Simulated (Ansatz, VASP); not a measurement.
MoS2, level by level in two programs

```
Mo S
1.0
     3.24700    0.00000    0.00000
    -1.62350    2.81198    0.00000
     0.00000    0.00000   22.09556
Mo S
2 4
Direct
  0.33333 0.66667 0.85116
  0.66667 0.33333 0.14884
  0.66667 0.33333 0.77963
  0.33333 0.66667 0.07725
  0.66667 0.33333 0.92275
  0.33333 0.66667 0.22037
```

Single points on this cell with VASP 6.6.1 and Ansatz 0.2.0. Each row is one pair of runs. Alike in all rows: spin: off; k mesh: 10 × 10 × 2; smearing: fermi-dirac, width 0.05 eV; VASP's potentials, cutoff: VASP PAW PBE potentials, release 64 (Mo_sv, S), 520 eV.

```tsv
level	Ansatz's potentials, cutoff	gap on the k mesh at the Fermi level (eV), VASP	gap on the k mesh at the Fermi level (eV), Ansatz	least direct gap on the mesh (eV), VASP	least direct gap on the mesh (eV), Ansatz	rms of the force components (eV/Å), VASP	rms of the force components (eV/Å), Ansatz
PBEsol+D3(BJ)	Ansatz PAW, 420 eV	1.30	1.29	1.75	1.74	0.480	0.482
PBE	Ansatz PAW earlier set, 640 eV	?	1.30	?	1.74	?	0.321
PBE exchange alone	Ansatz PAW, 420 eV	1.30	1.29	1.74	1.74	0.240	0.247
```

Question: Fill in what VASP gave in row 2.

Answer: gap on the k mesh at the Fermi level (eV): 1.31; least direct gap on the mesh (eV): 1.74; rms of the force components (eV/Å): 0.326.
